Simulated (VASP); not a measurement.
SnSe:

```
Sn Se
1.0
     0.00000    3.01000    3.01000
     3.01000    0.00000    3.01000
     3.01000    3.01000    0.00000
Sn Se
1 1
Direct
  0.00000 0.00000 0.00000
  0.50000 0.50000 0.50000
```

| Quantity | Value |
| --- | --- |
| Program | VASP 6.6.1 |
| Task | relaxation of cell and atoms |
| Functional | RPBE |
| Potentials or basis | VASP PAW PBE potentials, release 64 (Sn_d, Se) |
| Cutoff | 600 eV |
| k mesh | 8 × 8 × 8 |
| Occupations | methfessel-paxton, width 0.1 eV |
| Spin | non-collinear spin, typed start, spin-orbit coupling |
| Starting moments | [[0.289, 0.289, 0.289], [0.0, 0.0, 0.0]] μB |

At the start: pressure 2.6 GPa; volume 27.27 Å³/atom.

Where does the relaxation end?

Over 3 steps the energy falls by 11.1 meV/atom and the volume is 28.73 Å³/atom (+5.3 %); space group Fm-3m (No. 225, to 0.1 Å) before and after; moment 0.00 μB per cell.

The path:
| step | energy change (eV) | largest force (eV/Å) | pressure (GPa) | volume (Å³) |
| --- | --- | --- | --- | --- |
| 1 | 0.0000 | 0.0000 | 2.55 | 54.54 |
| 2 | -0.0215 | 0.0000 | -0.43 | 58.04 |
| 3 | -0.0223 | 0.0000 | 0.00 | 57.46 |

Final structure:
```xyz
2
Lattice="0.0000 3.0627 3.0627 3.0627 0.0000 3.0627 3.0627 3.0627 0.0000" Properties=species:S:1:pos:R:3 pbc="T T T"
Sn    3.0627    3.0627    6.1255
Se    3.0627    3.0627    3.0627
```

Caveat: the PAW data sets were made with another functional, which shifts forces and pressure a little.
